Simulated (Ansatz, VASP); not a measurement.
**BAs in VASP and in Ansatz**

```xyz
2
Lattice="0.0000 2.3885 2.3885 2.3885 0.0000 2.3885 2.3885 2.3885 0.0000" Properties=species:S:1:pos:R:3 pbc="T T T"
As    3.5827    3.5827    3.5827
B     0.0000    0.0000    0.0000
```

Alike in both runs: task electric field gradients; functional LDA; k mesh 10 × 10 × 10; occupations gaussian, width 0.02 eV; collinear spin.

|  | VASP | Ansatz |
| --- | --- | --- |
| version | VASP 6.6.1 | Ansatz 0.2.0 |
| potentials or method | VASP PAW LDA potentials, release 64 (As, B) | Ansatz PAW |
| plane-wave cutoff (eV) | 520 | 420 |
| valence electrons in the cell | 8 | 18 |

Ansatz gave:

| Item | Value |
| --- | --- |
| gap on the k mesh at the Fermi level (eV) | 1.13 |
| least direct gap on the mesh (eV) | 3.25 |
| pressure (GPa) | -3.9 |
| net moment per atom (μB) | 0.00 |

Q: What did VASP give for the same quantities?

A: gap on the k mesh at the Fermi level (eV): 1.12; least direct gap on the mesh (eV): 3.25; pressure (GPa): -3.1; net moment per atom (μB): 0.00.

LDA's correlation is that of Perdew and Zunger in VASP and of Perdew and Wang (1992) in Ansatz. VASP's potentials hold 8 valence electrons a cell and Ansatz's 18, so a difference there can come from the potentials and not from the codes.
